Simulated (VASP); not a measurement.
Write the native input for VASP 6.6.1 that does the following.

```yaml
Task: single point
Functional: LDA
Potentials_or_basis: VASP PAW LDA potentials, release 64 (Cd, Te)
Cutoff: 520 eV
k_mesh: 8 × 8 × 8
Occupations: gaussian, width 0.05 eV
Spin: no spin polarisation
Dipole_correction: no
Further_INCAR_settings: ALGO = Normal; EDIFF = 1e-07; NBANDS = 16
```

The structure of CdTe lies in POSCAR:

```
CdTe
1.0
    0.0000000000      3.2050000000      3.0127000000
    3.2050000000      0.0000000000      3.0127000000
    3.2050000000      3.2050000000      0.0000000000
Cd Te
1 1
Direct
    0.0000000000      0.0000000000      0.0000000000
    0.7500000000      0.7500000000      0.7500000000
```

This cell differs from its parent crystal: strain -0.0600 x Voigt [0, 0, 1, 0, 0, 0].

The input as run:

INCAR

```
SYSTEM = CdTe
  PREC = Accurate
  ENCUT = 520
  EDIFF = 1E-7
  ISMEAR = 0
  SIGMA = 0.05
  LREAL = .False.
  LASPH = .True.
  NELM = 60
  ALGO = Normal
  ISIF = 2
  LWAVE = .False.
  LCHARG = .True.
  LELF = .True.
  LVHAR = .True.
  NBANDS = 16
```

KPOINTS

```
Automatic mesh
0
Gamma
  8 8 8
  0 0 0
```

Potentials or basis: VASP PAW LDA potentials, release 64 (Cd, Te).

Launch:

```console
$ cat potpaw_LDA.64/Cd/POTCAR potpaw_LDA.64/Te/POTCAR > POTCAR
$ mpirun -np 1 vasp_std > vasp.out
```

It gave:

```
Pressure               : 3.5 GPa
Band gap on the k mesh : 0.71 eV
```

Caveat: the cell differs from its parent crystal (strain -0.0600 x Voigt [0, 0, 1, 0, 0, 0]); the cell stands under pressure; spin-orbit coupling is left out, which moves the levels of the heavy elements.

It took 64 s on 1 thread of Intel Xeon 8259CL, on a shared host, peak memory 0.21 GiB.
